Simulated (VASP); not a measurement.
# Ti (Fd-3m) in VASP: a series of runs

The runs below take Ti through single point, with PBE.

All numbers are computed with VASP 6.6.1; they aren't measurements. Logs are shortened: lines on timing, memory, paths and dates and some standing lists are left out, and cuts for length are marked.

### Step 1. The cell of the first run

Symmetry: Fd-3m, No. 227, cubic system. The conventional cell has a = 6.997 Å, b = 6.997 Å, c = 6.997 Å, α = 90.00°, β = 90.00°, γ = 90.00°. Ti (site symmetry -43m) has 4 Ti at 3.03 Å within 4.0 Å.

This isn't the form of Ti at room conditions, which is hcp.

### Step 2. Single point, PBE

File INCAR:

```
ALGO = Normal
EDIFF = 1E-6
ENCUT = 500
GGA = PE
GGA_COMPAT = F
ISIF = 2
ISMEAR = 0
LASPH = T
LCHARG = F
LREAL = F
LWAVE = F
NBANDS = 19
NELM = 120
PREC = Accurate
SIGMA = 0.1
```

File KPOINTS:

```
k-points
0
Gamma
  4 4 4
```

File POSCAR:

```
Ti
1.0
    0.0000000000      3.4984125529      3.4984125529
    3.4984125529      0.0000000000      3.4984125529
    3.4984125529      3.4984125529      0.0000000000
Ti
2
Direct
    0.2500000000      0.2500000000      0.2500000000
    0.0000000000      0.0000000000      0.0000000000
```

Potentials or basis: VASP PAW PBE potentials, release 64 (Ti_sv).

On the command line:

```bash
> cat potpaw_PBE.64/Ti_sv/POTCAR > POTCAR
> mpirun -np 1 vasp_std > vasp.out
```

OUTCAR:

```text
EDIFF = 1E-6
   ENCUT = 500
   GGA = PE
   ISIF = 2
   ISMEAR = 0
   LASPH = T
   LREAL = F
   NELM = 120
   PREC = Accurate

 ion  position               nearest neighbor table
   1  0.250  0.250  0.250-
   2  0.000  0.000  0.000-

  LATTYP: Found a face centered cubic cell.
 ALAT       =     6.9968251058

  Lattice vectors:

 A1 = (   0.0000000000,   3.4984125529,   3.4984125529)
 A2 = (   3.4984125529,   0.0000000000,   3.4984125529)
 A3 = (   3.4984125529,   3.4984125529,   0.0000000000)

Analysis of symmetry for initial positions (statically):
=====================================================================
 Subroutine PRICEL returns:
 Original cell was already a primitive cell.

 Routine SETGRP: Setting up the symmetry group for a
 face centered cubic supercell.

 Subroutine GETGRP returns: Found 48 space group operations
 (whereof 24 operations were pure point group operations)
 out of a pool of 48 trial point group operations.

The static configuration has the point symmetry T_d .
 The point group associated with its full space group is O_h .

Analysis of symmetry for dynamics (positions and initial velocities):
=====================================================================
 Subroutine PRICEL returns:
 Original cell was already a primitive cell.

 Routine SETGRP: Setting up the symmetry group for a
 face centered cubic supercell.

 Subroutine GETGRP returns: Found 48 space group operations
 (whereof 24 operations were pure point group operations)
 out of a pool of 48 trial point group operations.

The dynamic configuration has the point symmetry T_d .
 The point group associated with its full space group is O_h .

 Subroutine INISYM returns: Found 48 space group operations
 (whereof 24 operations are pure point group operations),
 and found     1 'primitive' translations

----------------------------------------------------------------------------------------

                                     Primitive cell

  volume of cell :      85.6334

  direct lattice vectors                    reciprocal lattice vectors
     0.000000000  3.498412553  3.498412553    -0.142921966  0.142921966  0.142921966
     3.498412553  0.000000000  3.498412553     0.142921966 -0.142921966  0.142921966
     3.498412553  3.498412553  0.000000000     0.142921966  0.142921966 -0.142921966

  length of vectors
     4.947502479  4.947502479  4.947502479     0.247548107  0.247548107  0.247548107

  position of ions in fractional coordinates (direct lattice)
     0.250000000  0.250000000  0.250000000
     0.000000000  0.000000000  0.000000000

  ion indices of the primitive-cell ions
   primitive index   ion index
                 1           1
                 2           2

----------------------------------------------------------------------------------------

 KPOINTS: k-points

Automatic generation of k-mesh.
 Grid dimensions read from file:
 generate k-points for:    4    4    4

 Generating k-lattice:

  Cartesian coordinates                     Fractional coordinates (reciprocal lattice)
    -0.035730492  0.035730492  0.035730492     0.250000000  0.000000000  0.000000000
     0.035730492 -0.035730492  0.035730492     0.000000000  0.250000000  0.000000000
     0.035730492  0.035730492 -0.035730492     0.000000000  0.000000000  0.250000000

  Length of vectors
     0.061887027  0.061887027  0.061887027

  Shift w.r.t. Gamma in fractional coordinates (k-lattice)
     0.000000000  0.000000000  0.000000000

 Subroutine IBZKPT returns following result:
 ===========================================

 Found      8 irreducible k-points:

 Following reciprocal coordinates:
            Coordinates               Weight
  0.000000  0.000000  0.000000      1.000000
  0.250000  0.000000  0.000000      8.000000
  0.500000  0.000000  0.000000      4.000000
  0.250000  0.250000  0.000000      6.000000
  0.500000  0.250000  0.000000     24.000000
 -0.250000  0.250000  0.000000     12.000000
  0.500000  0.500000  0.000000      3.000000
 -0.250000  0.500000  0.250000      6.000000
   k-points           NKPTS =      8   k-points in BZ     NKDIM =      8   number of bands    NBANDS=     19
   number of dos      NEDOS =    301   number of ions     NIONS =      2
   total plane-waves  NPLWV =  46656
   dimension x,y,z NGX =    36 NGY =   36 NGZ =   36
   dimension x,y,z NGXF=    72 NGYF=   72 NGZF=   72
   ions per type =               2
   NGX,Y,Z   is equivalent  to a cutoff of  12.10, 12.10, 12.10 a.u.
   NGXF,Y,Z  is equivalent  to a cutoff of  24.19, 24.19, 24.19 a.u.
 SYSTEM =  unknown system
   PREC   = accura    normal or accurate (medium, high low for compatibility)
   ISTART =      0    job   : 0-new  1-cont  2-samecut
   ICHARG =      2    charge: 1-file 2-atom 10-const
   ISPIN  =      1    spin polarized calculation?
   LNONCOLLINEAR =      F non collinear calculations
   LSORBIT =      F    spin-orbit coupling
   LASPH  =      T    aspherical Exc in radial PAW
   ENCUT  =  500.0 eV  36.75 Ry    6.06 a.u.   9.02  9.02  9.02*2*pi/ulx,y,z
   NELM   =    120;   NELMIN=  2; NELMDL= -5     # of ELM steps
   EDIFF  = 0.1E-05   stopping-criterion for ELM
   LREAL  =      F    real-space projection
   EDIFFG = 0.1E-04   stopping-criterion for IOM
   NSW    =      0    number of steps for IOM
   IBRION =     -1    ionic relax: 0-MD 1-quasi-New 2-CG
   NFREE  =      0    steps in history (QN), initial steepest desc. (CG)
   ISIF   =      2    stress and relaxation
   ISYM   =      2    0-nonsym 1-usesym 2-fastsym
   POTIM  = 0.5000    time-step for ionic-motion
   TEBEG  =    0.0;   TEEND  =   0.0 temperature during run
   PSTRESS=    0.0 pullay stress
   NELECT =      24.0000    total number of electrons
   NUPDOWN=      -1.0000    fix difference up-down
   EMIN   =  10.00;   EMAX   =-10.00  energy-range for DOS
   EFERMI =   0.00;   METHOD = LEGACY
   ISMEAR =     0;   SIGMA  =   0.10  broadening in eV -4-tet -1-fermi 0-gaus
   EFERMI_NEDOS =   21; number of points for ismear=-14 and -15
   IALGO  =     38    algorithm
   IMIX   =      4    mixing-type and parameters
     AMIX     =   0.40;   BMIX     =  1.00
     AMIX_MAG =   1.60;   BMIX_MAG =  1.00
  volume/ion in A,a.u.               =      42.82       288.94
  Fermi-wavevector in a.u.,A,eV,Ry     =   1.071349  2.024556 15.616607  1.147788
  Thomas-Fermi vector in A             =   2.207086
   LORBIT       =      0    0 simple, 1 ext, 2 COOP (PROOUT), +10 PAW based schemes
   GGA     = PE    functional components
   LHFCALC =     F    Hartree Fock is set to
   AEXX    =    0.0000 exact exchange contribution
   IVDW    =     0    specifies the selected vdW correction
   LEPSILON=     F    determine dielectric tensor
   LRPA    =     F    only Hartree local field effects (RPA)
 non-spin polarized calculation
 Gauss-broadening in eV      SIGMA  =   0.10
  energy-cutoff  :      500.00
  volume of cell :       85.63
 maximum number of plane-waves:      2200
   NGX = 17   NGY = 17   NGZ = 17

 number of electron      24.0000001 magnetization

 Free energy of the ion-electron system (eV)
  ---------------------------------------------------
  ext. energy  EPLUGINS =         0.00000000
  ---------------------------------------------------
  free energy    TOTEN  =        -9.68559867 eV

  energy without entropy =       -9.61042558  energy(sigma->0) =       -9.64801212

 E-fermi :   1.3274     XC(G=0):  -7.5674

 val. band max:        1.3258430799   @ k =   0.5000   0.0000   0.0000
 cond. band min:       1.3458949802   @ k =   0.5000   0.0000   0.0000
 fundamental gap:      0.0200519003
 Fermi energy:         1.3273968769

 k-point     1 :       0.0000    0.0000    0.0000
  band No.  band energies     occupation
      1     -55.9429      2.00000
      2     -55.8952      2.00000
      3     -32.2185      2.00000
      4     -32.2185      2.00000
      5     -32.2185      2.00000
      6     -32.0970      2.00000
[... 11 lines left out ...]
     18       3.2902      0.00000
     19       3.2902      0.00000

 k-point     2 :       0.2500    0.0000    0.0000
  band No.  band energies     occupation
      1     -55.9379      2.00000
      2     -55.9003      2.00000
      3     -32.2245      2.00000
      4     -32.2245      2.00000
      5     -32.2153      2.00000
      6     -32.1011      2.00000
[... 11 lines left out ...]
     18       3.2473      0.00000
     19       3.2473      0.00000

 k-point     3 :       0.5000    0.0000    0.0000
  band No.  band energies     occupation
      1     -55.9309      2.00000
      2     -55.9071      2.00000
      3     -32.2300      2.00000
      4     -32.2300      2.00000
      5     -32.2119      2.00000
      6     -32.1053      2.00000
[... 11 lines left out ...]
     18       3.0920      0.00000
     19       3.0920      0.00000

 k-point     4 :       0.2500    0.2500    0.0000
  band No.  band energies     occupation
      1     -55.9359      2.00000
      2     -55.9022      2.00000
      3     -32.2310      2.00000
      4     -32.2310      2.00000
      5     -32.2012      2.00000
      6     -32.1153      2.00000
[... 11 lines left out ...]
     18       3.0172      0.00000
     19       3.3659      0.00000

 k-point     5 :       0.5000    0.2500    0.0000
  band No.  band energies     occupation
      1     -55.9275      2.00000
      2     -55.9107      2.00000
      3     -32.2402      2.00000
      4     -32.2360      2.00000
      5     -32.1865      2.00000
      6     -32.1304      2.00000
[... 11 lines left out ...]
     18       3.0824      0.00000
     19       3.2942      0.00000

 k-point     6 :      -0.2500    0.2500    0.0000
  band No.  band energies     occupation
      1     -55.9310      2.00000
      2     -55.9072      2.00000
      3     -32.2389      2.00000
      4     -32.2300      2.00000
      5     -32.1973      2.00000
      6     -32.1194      2.00000
[... 11 lines left out ...]
     18       2.8567      0.00000
     19       3.3326      0.00000

 k-point     7 :       0.5000    0.5000    0.0000
  band No.  band energies     occupation
      1     -55.9191      2.00000
      2     -55.9191      2.00000
      3     -32.2416      2.00000
      4     -32.2416      2.00000
      5     -32.1587      2.00000
      6     -32.1587      2.00000
[... 11 lines left out ...]
     18       3.1936      0.00000
     19       3.5784      0.00000

 k-point     8 :      -0.2500    0.5000    0.2500
  band No.  band energies     occupation
      1     -55.9191      2.00000
      2     -55.9191      2.00000
      3     -32.2417      2.00000
      4     -32.2417      2.00000
      5     -32.1584      2.00000
      6     -32.1584      2.00000
[... 11 lines left out ...]
     18       3.3208      0.00000
     19       3.4057      0.00000

------------------------ aborting loop because EDIFF is reached ----------------------------------------

  FORCE on cell =-STRESS in cart. coord.  units (eV):
  Direction    XX          YY          ZZ          XY          YZ          ZX
  --------------------------------------------------------------------------------------
  -------------------------------------------------------------------------------------
  Total       -3.8402286     -3.8402286     -3.8402286     -0.0000000      0.0000000     -0.0000000
  in kB      -71.8496397    -71.8496397    -71.8496397     -0.0000000      0.0000000     -0.0000000
  external PRESSURE =     -71.8496397 kB  Pullay stress =       0.0000000 kB

 VOLUME and BASIS-vectors are now :
 -----------------------------------------------------------------------------
  energy-cutoff  :      500.00
  volume of cell :       85.63
      direct lattice vectors                 reciprocal lattice vectors
     0.000000000  3.498412553  3.498412553    -0.142921966  0.142921966  0.142921966
     3.498412553  0.000000000  3.498412553     0.142921966 -0.142921966  0.142921966
     3.498412553  3.498412553  0.000000000     0.142921966  0.142921966 -0.142921966

 POSITION                                       TOTAL-FORCE (eV/Angst)
 -----------------------------------------------------------------------------------
      1.74921      1.74921      1.74921         0.000000      0.000000      0.000000
      0.00000      0.00000      0.00000        -0.000000     -0.000000     -0.000000
 -----------------------------------------------------------------------------------
    total drift:                                0.000000      0.000000     -0.000000

  FREE ENERGIE OF THE ION-ELECTRON SYSTEM (eV)
  ---------------------------------------------------
  free  energy   TOTEN  =        -9.6855986713 eV

  energy  without entropy=       -9.6104255768  energy(sigma->0) =       -9.64801212
```

Run time: 9.5 s. Hardware: 1 thread of AMD EPYC 9R45 (Zen 5), shared host; peak memory 0.16 GiB.

What came out:

| Item | Value |
| --- | --- |
| Free energy | -9.6856 eV |
| Pressure | -7.2 GPa |
| Band gap on the k mesh | zero (bands 12 and 13 overlap by 0.01 eV) |

Caveat: the k points lie up to 0.39 Å⁻¹ apart.

### Step 3. Single point, PBE

This run uses another cell than the first one, of 22.82 Å³/atom.

File INCAR:

```
SYSTEM = Ti
PREC = Accurate
ENCUT = 500
EDIFF = 1E-6
ISMEAR = 0
SIGMA = 0.1
LREAL = .False.
LASPH = .True.
NELM = 120
ALGO = Normal
ISIF = 2
LWAVE = .False.
LCHARG = .False.
GGA = PE
NBANDS = 19
GGA_COMPAT = .False.
```

File KPOINTS:

```
regular mesh
0
Gamma
  10 10 10
  0 0 0
```

File POSCAR:

```
Ti
1.0
    0.0000000000      2.8364608842      2.8364608842
    2.8364608842      0.0000000000      2.8364608842
    2.8364608842      2.8364608842      0.0000000000
Ti
2
Direct
    0.2500000000      0.2500000000      0.2500000000
    0.0000000000      0.0000000000      0.0000000000
```

Potentials or basis: VASP PAW PBE potentials, release 64 (Ti_sv).

On the command line:

```bash
> cat potpaw_PBE.64/Ti_sv/POTCAR > POTCAR
> mpirun -np 1 vasp_std > vasp.out
```

Run time: 22 s. Hardware: 1 thread of AMD EPYC 9R45 (Zen 5), shared host; peak memory 0.15 GiB.

Results (log left out):

```
Free energy            : -10.9857 eV
Pressure               : 0.1 GPa
Band gap on the k mesh : zero (bands 12 and 13 overlap by 0.18 eV)
```

Levels at points of the mesh, in eV from the Fermi level:
| k point | band 8 | band 9 | band 10 | band 11 | band 12 | band 13 | band 14 | band 15 | band 16 | band 17 |
| --- | --- | --- | --- | --- | --- | --- | --- | --- | --- | --- |
| (0.00, 0.00, 0.00) | -32.45 | -4.81 | -0.61 | -0.61 | -0.15 | -0.15 | -0.15 | 1.69 | 1.69 | 1.69 |
| (0.50, 0.00, 0.00) | -32.35 | -1.84 | -1.36 | -0.60 | -0.60 | -0.12 | -0.12 | 0.42 | 2.48 | 2.48 |
| (0.50, 0.50, 0.00) | -32.26 | -1.76 | -1.76 | -0.01 | -0.01 | 0.17 | 0.17 | 1.53 | 1.53 | 3.67 |
